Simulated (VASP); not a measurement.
A run of VASP 6.6.1 is set up as follows.

Contents of INCAR:

```
SYSTEM = KTa6
PREC     = Accurate       ! precision mode
ENCUT    = 520            ! plane-wave cutoff, eV
EDIFF    = 1E-6           ! SCF threshold, eV
ISMEAR   = 0              ! smearing method
SIGMA    = 0.1            ! smearing width, eV
LREAL    = .False.        ! projectors in reciprocal space
LASPH    = .True.         ! aspherical terms in the spheres
NELM     = 80             ! most SCF steps
ALGO     = Normal         ! electronic algorithm
ISIF     = 2              ! what is computed and relaxed
LWAVE    = .False.        ! write WAVECAR
LCHARG   = .False.        ! write CHGCAR
LDIPOL   = .True.       
IDIPOL   = 3            
DIPOL    = 0.5 0.5 0.347
GGA      = PS             ! functional
NBANDS   = 46             ! bands
```

The input KPOINTS:

```
Automatic mesh
0
Gamma
  6 6 1
  0 0 0
```

File POSCAR:

```
KTa6
1.0
    4.6392671641      0.0000000000      0.0000000000
   -2.3196335820      4.0177232190      0.0000000000
    0.0000000000      0.0000000000     19.9438808521
Ta K
6 1
Direct
    0.6666666667      0.3333333333      0.2005627706
    0.3333333333      0.6666666667      0.2480453269
    0.0000000000      0.0000000000      0.2955278831
    0.6666666667      0.3333333333      0.3400187729
    0.3333333333      0.6666666667      0.3814681516
    0.0000000000      0.0000000000      0.4233820346
    0.6666666667      0.3333333333      0.5384255022
```

Potentials or basis: VASP PAW PBE potentials, release 64 (Ta_pv, K_sv).

Launch:

```bash
$ cat potpaw_PBE.64/Ta_pv/POTCAR potpaw_PBE.64/K_sv/POTCAR > POTCAR
$ mpirun -np 1 vasp_std > vasp.out
```

Q: What does it give for the largest force?

A: 1.816 eV/Å.

Q: Estimate the band gap on the k mesh.

A: Zero (an odd number of electrons rules out a gap without spin polarisation).

Forces in eV/Å, atoms in the order of the input:
```
Ta   0.000  0.000  1.742
Ta   0.000  0.000 -0.005
Ta   0.000  0.000 -1.816
Ta   0.000  0.000  0.018
Ta   0.000  0.000  0.371
Ta   0.000  0.000 -0.309
K    0.000  0.000  0.000
```

Caveat: the PAW data sets were made with another functional, which shifts forces and pressure a little; spin-orbit coupling is left out, which moves the levels of the heavy elements.
